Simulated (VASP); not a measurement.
Write the native input for VASP 6.6.1 that does the following.

- Task: single point
- Functional: r2SCAN
- Potentials or basis: VASP PAW PBE potentials, release 64 (Zn, O)
- Cutoff: 520 eV
- k mesh: 12 × 12 × 6
- Occupations: fermi-dirac, width 0.02 eV
- Spin: no spin polarisation
- Dipole correction: no
- Further INCAR settings: ALGO = Normal; EDIFF = 1e-06; NBANDS = 26

Crystal: ZnO (zincite).

```
Zn O
1.0
     3.16923    0.00000    0.00000
    -1.58461    2.74463    0.00000
     0.00000    0.00000    5.10487
Zn O
2 2
Direct
  0.33333 0.66667 0.49967
  0.66667 0.33333 0.99967
  0.66667 0.33333 0.37934
  0.33333 0.66667 0.87934
```

One way to write it, as run:

POSCAR

```
ZnO
1.0
    3.1692269290     -0.0000000029      0.0000000000
   -1.5846134620      2.7446310323      0.0000000000
    0.0000000000      0.0000000000      5.1048699700
Zn O
2 2
Direct
    0.3333333333      0.6666666667      0.4996722600
    0.6666666667      0.3333333333     -0.0003277400
    0.6666666667      0.3333333333      0.3793377400
    0.3333333333      0.6666666667      0.8793377400
```

INCAR.step1

```
ALGO = Normal
EDIFF = 1E-4
ENCUT = 520
GGA = PE
ISMEAR = -1
LASPH = T
LCHARG = F
LREAL = F
LWAVE = T
NBANDS = 26
NELM = 80
PREC = Accurate
SIGMA = 0.02
```

INCAR.step2

```
ALGO = Normal
EDIFF = 1E-6
ENCUT = 520
ISIF = 2
ISMEAR = -1
ISTART = 1
LASPH = T
LCHARG = F
LMIXTAU = T
LREAL = F
LWAVE = F
METAGGA = R2SCAN
NBANDS = 26
NELM = 80
PREC = Accurate
SIGMA = 0.02
```

KPOINTS

```
k-points
0
Gamma
  12 12 6
```

Potentials or basis: VASP PAW PBE potentials, release 64 (Zn, O).

The run is started by

```sh
$ cat potpaw_PBE.64/Zn/POTCAR potpaw_PBE.64/O/POTCAR > POTCAR
$ cp INCAR.step1 INCAR
$ mpirun -np 1 vasp_std > vasp.out
$ cp INCAR.step2 INCAR
$ mpirun -np 1 vasp_std > vasp.out
```

Results of the run:

```yaml
Pressure: 12.1 GPa
Largest_force: 0.005 eV/Å
Band_gap_on_the_k_mesh: 1.33 eV, direct
```

Caveat: the PAW data sets were made with another functional, which shifts forces and pressure a little.

It took 110 s on 1 thread of Intel(R) Xeon(R) Platinum 8559C (Emerald Rapids), with other jobs on the host, peak memory 0.21 GiB.
